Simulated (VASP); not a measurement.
Wanted: the native input for a VASP 6.6.1 run.

```yaml
Task: single point
Functional: PBEsol
Potentials_or_basis: VASP PAW PBE potentials, release 64 (K_sv)
Cutoff: 520 eV
k_mesh: 12 × 12 × 12
Occupations: fermi-dirac, width 0.05 eV
Spin: no spin polarisation
Dipole_correction: no
Further_INCAR_settings: ALGO = Normal; EDIFF = 1e-06; NBANDS = 10
```

The structure of K lies in POSCAR:

```
K
1.0
   -2.3841179327      2.3841179327      2.3841179327
    2.3841179327     -2.3841179327      2.3841179327
    2.3841179327      2.3841179327     -2.3841179327
K
1
Direct
    0.0000000000      0.0000000000      0.0000000000
```

These files were run (other wordings do the same):

INCAR

```
SYSTEM = K
  PREC = Accurate
  ENCUT = 520
  EDIFF = 1E-6
  ISMEAR = -1
  SIGMA = 0.05
  LREAL = .FALSE.
  LASPH = .TRUE.
  NELM = 100
  ALGO = Normal
  ISIF = 2
  LWAVE = .FALSE.
  LCHARG = .FALSE.
  GGA = PS
  NBANDS = 10
```

KPOINTS

```
Automatic mesh
0
G
  12 12 12
  0 0 0
```

Potentials or basis: VASP PAW PBE potentials, release 64 (K_sv).

The run is started by

```console
$ cat potpaw_PBE.64/K_sv/POTCAR > POTCAR
$ mpirun -np 1 vasp_std > vasp.out
```

Results of the run:

* Pressure: 1.6 GPa
* Band gap on the k mesh: zero (an odd number of electrons rules out a gap without spin polarisation)

Caveat: the PAW data sets were made with another functional, which shifts forces and pressure a little.

Wall time 30 s on 1 thread of Intel Xeon 8259CL (shared host), peak memory 0.19 GiB.
